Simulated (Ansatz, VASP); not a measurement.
ZnS in VASP and in Ansatz

The input INCAR:

```
SYSTEM = ZnS
PREC = Accurate
ENCUT = 520
EDIFF = 1E-6
ISMEAR = 0
SIGMA = 0.05
LREAL = .FALSE.
LASPH = .TRUE.
NELM = 100
ALGO = Normal
ISIF = 2
LWAVE = .FALSE.
LCHARG = .TRUE.
GGA = PS
LELF = .TRUE.
LVHAR = .TRUE.
NBANDS = 66
```

KPOINTS

```
Automatic mesh
0
G
  9 9 2
  0 0 0
```

File POSCAR:

```
ZnS
1.0
    3.7521540119      0.0000000000      0.0000000000
   -1.8760770060      3.2494606933      0.0000000000
    0.0000000000      0.0000000000     18.9037271276
Zn S
6 6
Direct
    0.0000000000      0.0000000000      0.0000277175
    0.0000000000      0.0000000000      0.5000277175
    0.3333333333      0.6666666667      0.1817880780
    0.6666666667      0.3333333333      0.6817880780
    0.6666666667      0.3333333333      0.3332753580
    0.3333333333      0.6666666667      0.8332753580
    0.0000000000      0.0000000000      0.1251125986
    0.0000000000      0.0000000000      0.6251125986
    0.3333333333      0.6666666667      0.2916367831
    0.6666666667      0.3333333333      0.7916367831
    0.6666666667      0.3333333333      0.4581259436
    0.3333333333      0.6666666667      0.9581259436
```

Input for Ansatz:

```yaml
crystal:
  lattice:
    - [3.7521540119, 0.0, 0.0]
    - [-1.876077006, 3.2494606933, 0.0]
    - [0.0, 0.0, 18.9037271276]
  atoms:
    - { symbol: Zn, position: [0.0, 0.0, 2.77175e-05] }
    - { symbol: Zn, position: [0.0, 0.0, 0.5000277175] }
    - { symbol: Zn, position: [0.3333333333, 0.6666666667, 0.181788078] }
    - { symbol: Zn, position: [0.6666666667, 0.3333333333, 0.681788078] }
    - { symbol: Zn, position: [0.6666666667, 0.3333333333, 0.333275358] }
    - { symbol: Zn, position: [0.3333333333, 0.6666666667, 0.833275358] }
    - { symbol: S, position: [0.0, 0.0, 0.1251125986] }
    - { symbol: S, position: [0.0, 0.0, 0.6251125986] }
    - { symbol: S, position: [0.3333333333, 0.6666666667, 0.2916367831] }
    - { symbol: S, position: [0.6666666667, 0.3333333333, 0.7916367831] }
    - { symbol: S, position: [0.6666666667, 0.3333333333, 0.4581259436] }
    - { symbol: S, position: [0.3333333333, 0.6666666667, 0.9581259436] }
basis:
  ecutwfc: 520.0
kpoints:
  mp_grid: { grid: [9, 9, 2] }
hamiltonian:
  xc: pbesol
scf:
  occupations: { method: gaussian, width: 0.05 }
output:
  forces: true
  stress: true
  eigenvalues: true
```

Alike in both runs: task single point; functional PBEsol; k mesh 9 × 9 × 2; occupations gaussian, width 0.05 eV; no spin polarisation.

```csv
,VASP,Ansatz
version,VASP 6.6.1,Ansatz 0.2.0
potentials or method,"VASP PAW PBE potentials, release 64 (Zn, S), cutoff 520 eV","scalar-relativistic, plane waves, PAW"
valence electrons in the cell,108,108
```

|  | VASP | Ansatz | Ansatz less VASP |
| --- | --- | --- | --- |
| gap on the k mesh at the Fermi level (eV) | 1.67 | 1.67 | +0.002 |
| least direct gap on the mesh (eV) | 1.67 | 1.67 | +0.002 |
| pressure (GPa) | 1.1 | 0.9 | -0.18 |
| traceless stress, the component that is largest in VASP (GPa) | 1.55 | 1.53 | -0.020 |
| rms of the force components (eV/Å) | 0.987 | 0.979 | -0.0079 |

VASP's potentials were made for PBE, not for PBEsol. Atom by atom the forces differ by 0.008 eV/Å (rms over components).
